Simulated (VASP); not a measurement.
Runs of VASP 6.6.1 on AgCl. The structure is that of space group Fm-3m (No. 225), or close to it. The cells are those of the table. 

```csv
task,level,potentials or basis,U,cell,k mesh,cutoff (eV),smearing,tolerance level,purpose,dipole correction,grid for exact exchange (PRECFOCK),share of exact exchange,gap on the mesh (eV),pressure (GPa),V0 of scaled cells (Å³/atom),relaxed volume (Å³/atom),B0 (GPa)
equation of state,LDA,"VASP PAW LDA potentials, release 64 (Ag, Cl)",-,"a = 3.868 Å, angles 60.0°, 2 atoms",7 × 7 × 7,340,gaussian 0.03 eV,standard,equation of state,-,-,-,-,-,19.22,-,(a)
single point,PBEsol+U,"VASP PAW PBE potentials, release 64 (Ag_sv_GW, Cl)",Ag d U = 5.0 eV,"a = 3.868 Å, angles 60.0°, 2 atoms",8 × 8 × 8,630,fermi-dirac 0.05 eV,-,-,no,-,-,1.42,0.0,-,-,-
equation of state,LDA,"VASP PAW LDA potentials, release 64 (Ag, Cl)",-,"a = 3.868 Å, angles 60.0°, 2 atoms",11 × 11 × 11,650,gaussian 0.03 eV,standard,equation of state,-,-,-,-,-,19.21,-,69
relaxation of cell and atoms,PBEsol+D3(BJ),"VASP PAW PBE potentials, release 64 (Ag, Cl)",-,"relaxed from a = 3.868 Å, angles 60.0°, 2 atoms",8 × 8 × 8,600,fermi-dirac 0.05 eV,-,-,no,-,-,0.73,0.0,-,19.38,-
single point,PBE0,"VASP PAW PBE potentials, release 64 (Ag, Cl)",-,"a = 3.868 Å, angles 60.0°, 2 atoms",5 × 5 × 5,520,fermi-dirac 0.05 eV,-,-,no,Normal,0.25,3.26,(b),-,-,-
relaxation of cell and atoms,PBEsol,"VASP PAW PBE potentials, release 64 (Ag, Cl)",-,"relaxed from a = 3.868 Å, angles 60.0°, 2 atoms",8 × 8 × 8,600,fermi-dirac 0.05 eV,-,-,no,-,-,0.72,0.0,-,20.18,-
relaxation of cell and atoms,PBEsol+D4,"VASP PAW PBE potentials, release 64 (Ag, Cl)",-,"relaxed from a = 3.868 Å, angles 60.0°, 2 atoms",8 × 8 × 8,600,fermi-dirac 0.05 eV,-,-,no,-,-,0.72,0.0,-,19.67,-
single point,PBE0,"VASP PAW PBE potentials, release 64 (Ag, Cl)",-,"a = 3.919 Å, angles 60.0°, 2 atoms",6 × 6 × 6,520,fermi-dirac 0.05 eV,-,-,no,Normal,0.25,3.10,1.1,-,-,-
single point,HSE06,"VASP PAW PBE potentials, release 64 (Ag, Cl)",-,"a = 3.868 Å, angles 60.0°, 2 atoms",5 × 5 × 5,520,fermi-dirac 0.05 eV,-,-,no,Normal,0.25,2.54,3.5,-,-,-
```

Alike in all rows: no spin polarisation.

Q: Estimate the missing entries.

A: (a) 70; (b) 3.3.

Caveats: the PAW data sets were made with another functional, which shifts forces and pressure a little (at least some runs); semilocal functionals underestimate gaps, and a narrow one can read as zero (at least some runs); the cell stands under pressure (at least some runs); an odd mesh through Γ misses points on the zone boundary, where band edges can lie (at least some runs).

A k mesh can miss the band edges, and the runs leave out spin-orbit coupling on Ag.

The runs don't all hold the same shells in valence.
